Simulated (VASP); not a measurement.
Crystal: Nb2B.

```xyz
3
Lattice="3.3104 0.0000 0.0000 -1.6552 2.8669 0.0000 0.0000 0.0000 3.7804" Properties=species:S:1:pos:R:3 pbc="T T T"
Nb    0.0000    1.9113    1.8902
Nb    1.6552    0.9556    1.8902
B     0.0000    0.0000    0.0000
```

```yaml
Program: VASP 6.6.1
Task: relaxation of cell and atoms
Functional: PBE
Potentials_or_basis: VASP PAW PBE potentials, release 64 (Nb_sv, B)
Cutoff: 600 eV
k_mesh: 6 × 6 × 4
Occupations: gaussian, width 0.1 eV
Spin: no spin polarisation
```

At the start: pressure 168.0 GPa; volume 11.96 Å³/atom.

Problem. Where does the relaxation end?

Solution. Over 16 steps the energy falls by 4291.2 meV/atom and the volume is 14.92 Å³/atom (+24.7 %); space group P6/mmm (No. 191, to 0.05 Å).

The path:
| step | energy change (eV) | largest force (eV/Å) | pressure (GPa) | volume (Å³) |
| --- | --- | --- | --- | --- |
| 1 | 0.0000 | 0.0000 | 168.00 | 35.88 |
| 2 | 3.7796 | 0.0000 | -41.05 | 129.80 |
| 3 | -9.3662 | 0.0000 | -23.31 | 69.44 |
| 4 | -10.0172 | 0.0000 | -19.82 | 63.97 |
| 5 | -10.3468 | 0.0000 | -7.71 | 55.61 |
| 6 | -10.3738 | 0.0000 | -11.67 | 57.56 |
| 7 | -10.3745 | 0.0000 | -10.76 | 57.08 |
| 8 | -11.9550 | 0.0000 | -8.57 | 49.37 |
| 9 | -12.7832 | 0.0000 | 4.28 | 43.88 |
| 10 | -4.7035 | 0.0000 | 154.42 | 32.13 |
| 11 | -12.8116 | 0.0000 | 6.01 | 43.38 |
| 12 | -12.8190 | 0.0000 | 7.90 | 42.90 |
| 13 | -12.7197 | 0.0000 | -4.69 | 46.13 |
| 14 | -12.8639 | 0.0000 | 2.69 | 44.04 |
| 15 | -12.8669 | 0.0000 | -2.17 | 45.36 |
| 16 | -12.8737 | 0.0000 | -0.03 | 44.75 |

Final structure:
```xyz
3
Lattice="4.3816 0.0000 0.0000 -2.1908 3.7946 0.0000 0.0000 0.0000 2.6915" Properties=species:S:1:pos:R:3 pbc="T T T"
Nb    0.0000    2.5297    1.3458
Nb    2.1908    1.2649    1.3458
B     0.0000    0.0000    0.0000
```

Caveat: the k points lie up to 0.58 Å⁻¹ apart in the final cell; the volume moved by over 15 % at a fixed basis, so the end points are rough.
